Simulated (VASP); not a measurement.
Here is a VASP 6.6.1 calculation.

File INCAR:

```
PREC     = Accurate       # precision mode
ENCUT    = 520            # plane-wave cutoff, eV
EDIFF    = 1E-6           # SCF threshold, eV
ISMEAR   = 0              # smearing method
SIGMA    = 0.05           # smearing width, eV
LREAL    = False          # projectors in reciprocal space
LASPH    = True           # aspherical terms in the spheres
NELM     = 60             # most SCF steps
ALGO     = Normal         # electronic algorithm
ISIF     = 2              # what is computed and relaxed
LWAVE    = False          # write WAVECAR
LCHARG   = False          # write CHGCAR
NBANDS   = 16             # bands
```

Contents of KPOINTS:

```
Automatic mesh
0
Gamma
  12 12 4
```

The input POSCAR:

```
BN
1.0
    2.5284818420      0.0000000000      0.0000000000
   -1.2642409210      2.1897295082      0.0000000000
    0.0000000000      0.0000000000      6.1394067605
B N
2 2
Direct
    0.3333333333      0.6666666667      0.2500000000
    0.6666666667      0.3333333333      0.7500000000
    0.3333333333      0.6666666667      0.7500000000
    0.6666666667      0.3333333333      0.2500000000
```

Potentials or basis: VASP PAW LDA potentials, release 64 (B, N).

Command:

```bash
$ cat potpaw_LDA.64/B/POTCAR potpaw_LDA.64/N/POTCAR > POTCAR
$ mpirun -np 1 vasp_std > vasp.out
```

Q: Estimate the pressure.

A: -10.5 GPa.

Q: What does it give for the band gap on the k mesh?

A: 3.87 eV, indirect (least direct gap 4.17 eV).

Stress tensor (GPa, compression positive):
```
-16.69   0.00   0.00
  0.00 -16.69   0.00
  0.00   0.00   1.82
```

 A k mesh can miss the band edges.
